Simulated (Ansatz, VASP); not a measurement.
**AlNi in VASP and in Ansatz**

```
CELL_PARAMETERS angstrom
1.81794 -1.81791 0.00000
1.81794 1.81791 0.00000
0.00000 0.00000 2.90044
ATOMIC_POSITIONS crystal
Al 0.00000 0.00000 0.00000
Ni 0.50000 0.50000 0.50000
```

Change from the starting cell: normal strain along x -0.1100, normal strain along y -0.1100.

Alike in both runs: task single point; functional PBE; k mesh 16 × 16 × 16; occupations gaussian, width 0.15 eV; no spin polarisation.

|  | VASP | Ansatz |
| --- | --- | --- |
| version | VASP 6.6.1 | Ansatz 0.2.0 |
| potentials or method | VASP PAW PBE potentials, release 64 (Al, Ni), cutoff 520 eV | scalar-relativistic, plane waves, PAW |
| valence electrons in the cell | 13 | 21 |

```tsv
	VASP	Ansatz	Ansatz less VASP
gap on the k mesh at the Fermi level (eV)	none	none	-
pressure (GPa)	62.5	62.4	-0.12
traceless stress, the component that is largest in VASP (GPa)	-7.31	-7.16	+0.146
```

A gap of «none» marks a metal or a gap that the smearing closes. Both programs put the cell under a high pressure, so it lies far from rest at this level. VASP's potentials hold 13 valence electrons a cell and Ansatz's 21, so a difference there can come from the potentials and not from the codes. Ansatz's warnings: near symmetry operations not taken.

Noted on VASP's run: the cell as given lies far from equilibrium.
